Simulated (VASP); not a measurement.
# TiO2 in VASP: further runs

Runs on TiO2. Level: PBE+U. Tasks: single point.

Everything below comes from runs of VASP 6.6.1. Logs are shortened: lines on timing, memory, paths and dates and some standing lists are left out, and cuts for length are marked.

**1. The cell of the first run**

The typed cell holds 6 atoms: a = 3.797 Å, b = 3.797 Å, c = 5.555 Å, α = 109.98°, β = 109.98°, γ = 90.00°.

**2. Single point, PBE+U**

INCAR reads:

```
SYSTEM = TiO2
  ALGO = Normal
  EDIFF = 1E-6
  ENCUT = 520
  GGA = PE
  ISIF = 2
  ISMEAR = 0
  LASPH = .TRUE.
  LCHARG = .FALSE.
  LDAU = .TRUE.
  LDAUJ = 0 0
  LDAUL = 2 -1
  LDAUPRINT = 1
  LDAUTYPE = 2
  LDAUU = 4 0
  LMAXMIX = 4
  LREAL = .FALSE.
  LWAVE = .FALSE.
  NBANDS = 33
  NELM = 150
  PREC = Accurate
  SIGMA = 0.05
```

KPOINTS reads:

```
k-points
0
G
  6 6 6
  0 0 0
```

POSCAR reads:

```
TiO2
1.0
    2.6847502805     -2.6848248863     -0.0200337111
    2.6847502805      2.6848248863     -0.0200337111
   -2.6483287093      0.0000000000      4.8834674903
Ti O
2 4
Direct
    0.1250069486      0.8749930514      0.2500000000
    0.8749930514      0.1250069486      0.7500000000
    0.3302226688      0.0802459441      0.6604550595
    0.6697773312      0.9197540559      0.3395449405
    0.9197540559      0.6697773312      0.8395449405
    0.0802459441      0.3302226688      0.1604550595
```

Potentials or basis: VASP PAW PBE potentials, release 64 (Ti_sv, O).

Launch:

```console
cat potpaw_PBE.64/Ti_sv/POTCAR potpaw_PBE.64/O/POTCAR > POTCAR
mpirun -np 1 vasp_std > vasp.out
```

OUTCAR:

```text
SYSTEM = TiO2
   EDIFF = 1E-6
   ENCUT = 520
   GGA = PE
   ISIF = 2
   ISMEAR = 0
   LASPH = .TRUE.
   LREAL = .FALSE.
   NELM = 150
   PREC = Accurate

 ion  position               nearest neighbor table
   1  0.125  0.875  0.250-   4 1.95   6 1.95   4 1.95   6 1.95   3 2.00   5 2.00
   2  0.875  0.125  0.750-   3 1.95   5 1.95   5 1.95   3 1.95   6 2.00   4 2.00
   3  0.330  0.080  0.660-   2 1.95   2 1.95   1 2.00
   4  0.670  0.920  0.340-   1 1.95   1 1.95   2 2.00
   5  0.920  0.670  0.840-   2 1.95   2 1.95   1 2.00
   6  0.080  0.330  0.160-   1 1.95   1 1.95   2 2.00

  LATTYP: Found a base centered monoclinic cell.
 ALAT       =     5.3696500513
 B/A-ratio  =     0.9999999481
 C/A-ratio  =     1.0345830161
 COS(beta)  =    -0.4832630161

  Lattice vectors:

 A1 = (   2.6847502805,  -2.6848248863,  -0.0200337111)
 A2 = (   2.6847502805,   2.6848248863,  -0.0200337111)
 A3 = (  -2.6483287093,   0.0000000000,   4.8834674903)

Analysis of symmetry for initial positions (statically):
=====================================================================
 Subroutine PRICEL returns:
 Original cell was already a primitive cell.

 Routine SETGRP: Setting up the symmetry group for a
 base centered monoclinic supercell.

 Subroutine GETGRP returns: Found  4 space group operations
 (whereof  2 operations were pure point group operations)
 out of a pool of  4 trial point group operations.

The static configuration has the point symmetry S_2 .
 The point group associated with its full space group is C_2h.

Analysis of symmetry for dynamics (positions and initial velocities):
=====================================================================
 Subroutine PRICEL returns:
 Original cell was already a primitive cell.

 Routine SETGRP: Setting up the symmetry group for a
 base centered monoclinic supercell.

 Subroutine GETGRP returns: Found  4 space group operations
 (whereof  2 operations were pure point group operations)
 out of a pool of  4 trial point group operations.

The dynamic configuration has the point symmetry S_2 .
 The point group associated with its full space group is C_2h.
[... 189 lines left out ...]
 -0.0011  0.1016  0.0000 -0.0000  0.0000
  0.0000  0.0000  0.2472  0.0019  0.0000
  0.0000 -0.0000  0.0019  0.1016 -0.0000
 -0.0000  0.0000  0.0000 -0.0000  0.1044

spin component  2

  0.2490 -0.0011  0.0000  0.0000 -0.0000
 -0.0011  0.1016  0.0000 -0.0000  0.0000
  0.0000  0.0000  0.2472  0.0019  0.0000
  0.0000 -0.0000  0.0019  0.1016 -0.0000
 -0.0000  0.0000  0.0000 -0.0000  0.1044

 occupancies and eigenvectors

  o =  0.1015  v =  0.0075  1.0000 -0.0000 -0.0000  0.0000  0.0000  0.0000  0.0000  0.0000  0.0000      0.0000  0.0000  0.0000  0.0000  0.0000  0.0000  0.0000  0.0000  0.0000  0.0000
  o =  0.1015  v =  0.0000  0.0000  0.0000  0.0000  0.0000  0.0075  1.0000 -0.0000 -0.0000  0.0000      0.0000  0.0000  0.0000  0.0000  0.0000  0.0000  0.0000  0.0000  0.0000  0.0000
  o =  0.1015  v =  0.0000  0.0000 -0.0130  0.9999  0.0084  0.0000  0.0000  0.0000  0.0000  0.0000      0.0000  0.0000  0.0000  0.0000  0.0000  0.0000  0.0000  0.0000  0.0000  0.0000
  o =  0.1015  v =  0.0000  0.0000  0.0000  0.0000  0.0000  0.0000  0.0000 -0.0130  0.9999  0.0084      0.0000  0.0000  0.0000  0.0000  0.0000  0.0000  0.0000  0.0000  0.0000  0.0000
  o =  0.1044  v =  0.0000 -0.0000  0.0001 -0.0084  1.0000  0.0000  0.0000  0.0000  0.0000  0.0000      0.0000  0.0000  0.0000  0.0000  0.0000  0.0000  0.0000  0.0000  0.0000  0.0000
  o =  0.1044  v =  0.0000  0.0000  0.0000  0.0000  0.0000  0.0000 -0.0000  0.0001 -0.0084  1.0000      0.0000  0.0000  0.0000  0.0000  0.0000  0.0000  0.0000  0.0000  0.0000  0.0000
  o =  0.2472  v =  0.0000  0.0000  0.0000  0.0000  0.0000  0.0000  0.0000  0.9999  0.0130  0.0000      0.0000  0.0000  0.0000  0.0000  0.0000  0.0000  0.0000  0.0000  0.0000  0.0000
  o =  0.2472  v =  0.0000  0.0000  0.9999  0.0130  0.0000  0.0000  0.0000  0.0000  0.0000  0.0000      0.0000  0.0000  0.0000  0.0000  0.0000  0.0000  0.0000  0.0000  0.0000  0.0000
  o =  0.2490  v = -1.0000  0.0075 -0.0000 -0.0000  0.0000  0.0000  0.0000  0.0000  0.0000  0.0000      0.0000  0.0000  0.0000  0.0000  0.0000  0.0000  0.0000  0.0000  0.0000  0.0000
  o =  0.2490  v =  0.0000  0.0000  0.0000  0.0000  0.0000 -1.0000  0.0075 -0.0000 -0.0000  0.0000      0.0000  0.0000  0.0000  0.0000  0.0000  0.0000  0.0000  0.0000  0.0000  0.0000

 number of electron      47.9999993 magnetization

 Free energy of the ion-electron system (eV)
  ---------------------------------------------------
  ext. energy  EPLUGINS =         0.00000000
  ---------------------------------------------------
  free energy    TOTEN  =       -48.45657856 eV

  energy without entropy =      -48.45657856  energy(sigma->0) =      -48.45657856

 E-fermi :   3.6832     XC(G=0): -10.5944

 val. band max:        3.2967242471   @ k =   0.5000   0.5000  -0.0000
 cond. band min:       6.0690034061   @ k =   0.0000   0.0000   0.0000
 fundamental gap:      2.7722791590
 Fermi energy:         3.6832490034

 k-point     1 :       0.0000    0.0000    0.0000
  band No.  band energies     occupation
      1     -54.0771      2.00000
      2     -54.0290      2.00000
      3     -30.4487      2.00000
      4     -30.2393      2.00000
      5     -30.2393      2.00000
      6     -30.1818      2.00000
[... 853 lines left out ...]
     32       9.4759      0.00000
     33       9.5784      0.00000

 [... further k-points ...]
[... 5 lines left out ...]
  --------------------------------------------------------------------------------------
  -------------------------------------------------------------------------------------
  Total        3.5147383      3.5143469      3.1867409      0.0000000      0.0000000     -0.0031232
  in kB       80.3131108     80.3041658     72.8182454      0.0000000      0.0000000     -0.0713664
  external PRESSURE =      77.8118407 kB  Pullay stress =       0.0000000 kB

 VOLUME and BASIS-vectors are now :
 -----------------------------------------------------------------------------
  energy-cutoff  :      520.00
  volume of cell :       70.12
      direct lattice vectors                 reciprocal lattice vectors
     2.684750280 -2.684824886 -0.020033711     0.186993768 -0.186231885  0.101407651
     2.684750280  2.684824886 -0.020033711     0.186993768  0.186231885  0.101407651
    -2.648328709  0.000000000  4.883467490     0.001534229  0.000000000  0.205604552

 POSITION                                       TOTAL-FORCE (eV/Angst)
 -----------------------------------------------------------------------------------
      2.02267      2.01358      1.20083        -0.000000      0.000042     -0.000000
      0.69850     -2.01358      3.64257        -0.000000     -0.000042     -0.000000
     -0.64710     -0.67114      3.21709         0.001792     -0.000075      0.245641
      3.36827      0.67114      1.62631        -0.001792      0.000075     -0.245641
      2.04410     -0.67114      4.06805        -0.001792     -0.000075     -0.245641
      0.67707      0.67114      0.77535         0.001792      0.000075      0.245641
 -----------------------------------------------------------------------------------
    total drift:                               -0.000000      0.000000      0.000000

  FREE ENERGIE OF THE ION-ELECTRON SYSTEM (eV)
  ---------------------------------------------------
  free  energy   TOTEN  =       -48.4565785589 eV

  energy  without entropy=      -48.4565785589  energy(sigma->0) =      -48.45657856
```

OSZICAR:

```text
N       E                     dE             d eps       ncg     rms          rms(c)
DAV:   1     0.678807055833E+03    0.67881E+03   -0.24411E+04  4496   0.169E+03
DAV:   2     0.334367890980E+02   -0.64537E+03   -0.60037E+03  5046   0.518E+02
DAV:   3    -0.616083766536E+02   -0.95045E+02   -0.93937E+02  6215   0.191E+02
DAV:   4    -0.675476543092E+02   -0.59393E+01   -0.59288E+01  6927   0.447E+01
DAV:   5    -0.678018407015E+02   -0.25419E+00   -0.25416E+00  5701   0.673E+00    0.318E+01
DAV:   6    -0.478796987525E+02    0.19922E+02   -0.84261E+01  6387   0.900E+01    0.917E+00
DAV:   7    -0.485209348654E+02   -0.64124E+00   -0.12844E+01  6076   0.241E+01    0.783E+00
DAV:   8    -0.484223421074E+02    0.98593E-01   -0.62479E-01  6330   0.665E+00    0.466E+00
DAV:   9    -0.484548707917E+02   -0.32529E-01   -0.44226E-01  5863   0.525E+00    0.974E-01
DAV:  10    -0.484614199291E+02   -0.65491E-02   -0.55331E-02  6843   0.165E+00    0.744E-01
DAV:  11    -0.484568655576E+02    0.45544E-02   -0.12397E-02  5642   0.137E+00    0.178E-01
DAV:  12    -0.484566693918E+02    0.19617E-03   -0.25946E-03  6091   0.312E-01    0.102E-01
DAV:  13    -0.484566076155E+02    0.61776E-04   -0.86361E-04  5918   0.216E-01    0.490E-02
DAV:  14    -0.484565814452E+02    0.26170E-04   -0.18772E-04  6146   0.137E-01    0.255E-02
DAV:  15    -0.484565779644E+02    0.34808E-05   -0.23407E-05  5731   0.475E-02    0.335E-03
DAV:  16    -0.484565785589E+02   -0.59445E-06   -0.16488E-06  4351   0.991E-03
   1 F= -.48456579E+02 E0= -.48456579E+02  d E =-.581485E-29
```

Run time: 87 s. Hardware: 1 thread of Intel Xeon 6975P-C (Granite Rapids), shared host; peak memory 0.26 GiB.

What came out:

* Free energy: -48.4566 eV
* Pressure: 7.8 GPa
* Largest force: 0.246 eV/Å
* Band gap on the k mesh: 2.77 eV (least direct gap 3.02 eV)

Forces on the atoms (eV/Å):
```
Ti   0.000  0.000  0.000
Ti   0.000  0.000  0.000
O    0.002  0.000  0.246
O   -0.002  0.000 -0.246
O   -0.002  0.000 -0.246
O    0.002  0.000  0.246
```

Eigenvalues of the final occupation matrices:
```
    site  spin  trace               eigenvalues
site 1 d     1   0.80  0.10 0.10 0.10 0.25 0.25
site 1 d     2   0.80  0.10 0.10 0.10 0.25 0.25
site 2 d     1   0.80  0.10 0.10 0.10 0.25 0.25
site 2 d     2   0.80  0.10 0.10 0.10 0.25 0.25
```

Caveat: the cell stands under pressure. A k mesh can miss the band edges.

**3. Single point, PBE+U (atoms shifted along a free coordinate)**

INCAR reads:

```
SYSTEM = TiO2
ALGO = Normal
EDIFF = 1E-6
ENCUT = 520
GGA = PE
ISIF = 2
ISMEAR = 0
LASPH = .True.
LCHARG = .False.
LDAU = .True.
LDAUJ = 0 0
LDAUL = 2 -1
LDAUPRINT = 1
LDAUTYPE = 2
LDAUU = 4 0
LMAXMIX = 4
LREAL = .False.
LWAVE = .False.
NBANDS = 33
NELM = 150
PREC = Accurate
SIGMA = 0.05
```

KPOINTS reads:

```
k-points
0
Gamma
  6 6 6
  0 0 0
```

POSCAR reads:

```
TiO2
1.0
    2.6847502805     -2.6848248863     -0.0200337111
    2.6847502805      2.6848248863     -0.0200337111
   -2.6483287093      0.0000000000      4.8834674903
Ti O
2 4
Direct
    0.1250069486      0.8749930514      0.2500000000
    0.8749930514      0.1250069486      0.7500000000
    0.3424929808      0.0925162561      0.6849956835
    0.6575070192      0.9074837439      0.3150043165
    0.9074837439      0.6575070192      0.8150043165
    0.0925162561      0.3424929808      0.1849956835
```

Potentials or basis: VASP PAW PBE potentials, release 64 (Ti_sv, O).

Launch:

```console
cat potpaw_PBE.64/Ti_sv/POTCAR potpaw_PBE.64/O/POTCAR > POTCAR
mpirun -np 1 vasp_std > vasp.out
```

It took 91 s on 1 thread of Intel Xeon 6975P-C (Granite Rapids), shared host; peak memory 0.25 GiB.

Results (log left out):

```
Free energy            : -48.1917 eV
Pressure               : 3.7 GPa
Largest force          : 1.203 eV/Å
Band gap on the k mesh : 2.27 eV (least direct gap 2.89 eV)
```

Forces on the atoms (eV/Å):
```
Ti   0.000  0.000  0.000
Ti   0.000  0.000  0.000
O   -0.010  0.000 -1.203
O    0.010  0.000  1.203
O    0.010  0.000  1.203
O   -0.010  0.000 -1.203
```

Stress tensor (GPa, compression positive):
```
 9.81  0.00 -0.14
 0.00  9.81  0.00
-0.14  0.00 -8.41
```

Levels at points of the mesh, in eV from the valence-band top:
| k point | band 20 | band 21 | band 22 | band 23 | band 24 | band 25 | band 26 | band 27 | band 28 | band 29 |
| --- | --- | --- | --- | --- | --- | --- | --- | --- | --- | --- |
| (0.00, 0.00, 0.00) | -1.05 | -0.99 | -0.99 | -0.69 | -0.69 | 2.27 | 2.94 | 3.54 | 3.54 | 3.75 |
| (0.50, 0.00, 0.00) | -2.05 | -2.05 | -1.40 | -1.19 | -0.94 | 3.26 | 3.37 | 3.58 | 3.83 | 4.26 |
| (0.50, 0.50, 0.00) | -2.80 | -2.51 | -2.51 | 0.00 | 0.00 | 3.55 | 3.55 | 3.95 | 3.95 | 4.99 |
| (0.00, 0.00, 0.50) | -1.74 | -1.61 | -1.61 | -0.43 | -0.43 | 2.59 | 2.59 | 3.55 | 3.55 | 3.77 |
| (0.50, 0.00, 0.50) | -2.05 | -2.05 | -1.40 | -1.19 | -0.94 | 3.26 | 3.37 | 3.58 | 3.83 | 4.26 |
| (0.50, 0.50, 0.50) | -2.80 | -2.51 | -2.51 | 0.00 | 0.00 | 3.55 | 3.55 | 3.95 | 3.95 | 4.99 |

Eigenvalues of the final occupation matrices:
| site | spin | trace | eigenvalues |
| --- | --- | --- | --- |
| site 1 d | 1 | 0.80 | 0.10 0.10 0.12 0.22 0.27 |
| site 1 d | 2 | 0.80 | 0.10 0.10 0.12 0.22 0.27 |
| site 2 d | 1 | 0.80 | 0.10 0.10 0.12 0.22 0.27 |
| site 2 d | 2 | 0.80 | 0.10 0.10 0.12 0.22 0.27 |

Caveat: the cell differs from its parent crystal (atoms shifted along a free coordinate); the stress differs along the axes, from -8 to 10 GPa; forces of over 1 eV/Å act on the atoms, so gaps and moduli don't describe the material at rest. A k mesh can miss the band edges.

**4. Single point, PBE+U (atoms shifted along a free coordinate)**

INCAR reads:

```
SYSTEM = TiO2
PREC = Accurate ; ENCUT = 520
EDIFF = 1E-7 ; ISMEAR = 0
SIGMA = 0.05 ; LREAL = .False.
LASPH = .True. ; NELM = 150
ALGO = Normal ; ISIF = 2
LWAVE = .False. ; LCHARG = .False.
LMAXMIX = 4 ; LDAU = .True.
LDAUTYPE = 2 ; LDAUL = 2 -1
LDAUU = 4 0 ; LDAUJ = 0 0
LDAUPRINT = 1 ; GGA = PE
NBANDS = 33
```

KPOINTS reads:

```
regular mesh
0
Gamma
  6 6 6
  0 0 0
```

POSCAR reads:

```
TiO2
1.0
    2.7135409263     -2.7136163321     -0.0202485480
    2.7135409263      2.7136163321     -0.0202485480
   -2.6767287785      0.0000000000      4.9358366747
Ti O
2 4
Direct
    0.1250069486      0.8749930514      0.2500000000
    0.8749930514      0.1250069486      0.7500000000
    0.3455605588      0.0955838341      0.6911308395
    0.6544394412      0.9044161659      0.3088691605
    0.9044161659      0.6544394412      0.8088691605
    0.0955838341      0.3455605588      0.1911308395
```

Launch:

```console
cat potpaw_PBE.64/Ti_sv/POTCAR potpaw_PBE.64/O/POTCAR > POTCAR
mpirun -np 1 vasp_std > vasp.out
```

Wall time 2.9 min (1 thread of Intel Xeon Platinum 8488C (Sapphire Rapids), shared host); peak memory 0.26 GiB.

Results (log left out):

```yaml
Free_energy: -48.0360 eV
Pressure: -3.2 GPa
Largest_force: 1.464 eV/Å
Band_gap_on_the_k_mesh: 2.08 eV (least direct gap 2.75 eV)
```

Forces in eV/Å, atoms in the order of the input:
```
Ti   0.000  0.000  0.000
Ti   0.000  0.000  0.000
O   -0.011  0.000 -1.464
O    0.011  0.000  1.464
O    0.011  0.000  1.464
O   -0.011  0.000 -1.464
```

Stress tensor (GPa, compression positive):
```
  2.73   0.00  -0.13
  0.00   2.73   0.00
 -0.13   0.00 -15.04
```

Levels at points of the mesh, in eV from the valence-band top:
```csv
k point,band 22,band 23,band 24,band 25,band 26,band 27
"(0.00, 0.00, 0.00)",-1.01,-0.73,-0.73,2.08,2.71,3.15
"(0.50, 0.00, 0.00)",-1.54,-1.22,-0.99,2.90,3.12,3.34
"(0.50, 0.50, 0.00)",-2.57,0.00,0.00,3.34,3.34,3.73
"(0.00, 0.00, 0.50)",-1.63,-0.50,-0.50,2.39,2.39,3.11
"(0.50, 0.00, 0.50)",-1.54,-1.22,-0.99,2.90,3.12,3.34
"(0.50, 0.50, 0.50)",-2.57,0.00,0.00,3.34,3.34,3.73
```

Eigenvalues of the final occupation matrices:
| site | spin | trace | eigenvalues |
| --- | --- | --- | --- |
| site 1 d | 1 | 0.78 | 0.09 0.09 0.12 0.21 0.26 |
| site 1 d | 2 | 0.78 | 0.09 0.09 0.12 0.21 0.26 |
| site 2 d | 1 | 0.78 | 0.09 0.09 0.12 0.21 0.26 |
| site 2 d | 2 | 0.78 | 0.09 0.09 0.12 0.21 0.26 |

Caveat: the cell differs from its parent crystal (atoms shifted along a free coordinate); the stress differs along the axes, from -15 to 3 GPa; forces of over 1 eV/Å act on the atoms, so gaps and moduli don't describe the material at rest.

**5. Overview**

```csv
cell,gap on the mesh (eV),pressure (GPa),largest force (eV/Å)
"a = 3.797, b = 3.797, c = 5.555 Å, angles 110.0, 110.0, 90.0°, 6 atoms, atomic positions A",2.77,7.8,0.25
"a = 3.797, b = 3.797, c = 5.555 Å, angles 110.0, 110.0, 90.0°, 6 atoms, atomic positions B",2.27,3.7,1.20
"a = 3.838, b = 3.838, c = 5.615 Å, angles 110.0, 110.0, 90.0°, 6 atoms, atomic positions C",2.08,-3.2,1.46
```

Alike in all rows: task single point; level PBE+U; potentials or basis VASP PAW PBE potentials, release 64 (Ti_sv, O); no spin polarisation; Ti d U = 4.0 eV; k mesh 6 × 6 × 6; cutoff (eV) 520; smearing gaussian 0.05 eV.

Caveats: forces of over 1 eV/Å act on the atoms, so gaps and moduli don't describe the material at rest (at least some runs); the cell stands under pressure (at least some runs); the stress differs along the axes, from -8 to 10 GPa (at least some runs); the stress differs along the axes, from -15 to 3 GPa (at least some runs).

Absolute energies hang on the potentials; compare differences alone.
